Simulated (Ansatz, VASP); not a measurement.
# ZrN: VASP beside Ansatz

```
CELL_PARAMETERS angstrom
0.00000 2.24624 2.24624
2.24624 0.00000 2.24624
2.24624 2.24624 0.00000
ATOMIC_POSITIONS crystal
Zr 0.00000 0.00000 0.00000
N 0.50000 0.50000 0.50000
```

Change from the starting cell: volume scaled by 0.94, PAW files, partial_waves polarizable.

Alike in both runs: task single point; functional r2SCAN; k mesh 15 × 15 × 15; occupations fermi-dirac, width 0.05 eV; no spin polarisation.

|  | VASP | Ansatz |
| --- | --- | --- |
| version | VASP 6.6.1 | Ansatz 0.2.0 |
| potentials or method | VASP PAW PBE potentials, release 64 (Zr_sv, N) | PAW with Ansatz's default frozen-core files, scalar-relativistic |
| plane-wave cutoff (eV) | 660 | 500 |
| valence electrons in the cell | 17 | 17 |

|  | VASP | Ansatz | Ansatz less VASP |
| --- | --- | --- | --- |
| pressure (GPa) | 19.0 | 18.5 | -0.45 |

VASP's potentials were made for PBE, not for r2SCAN. With one functional, cell and mesh, what is left measures potentials, basis and numerics.
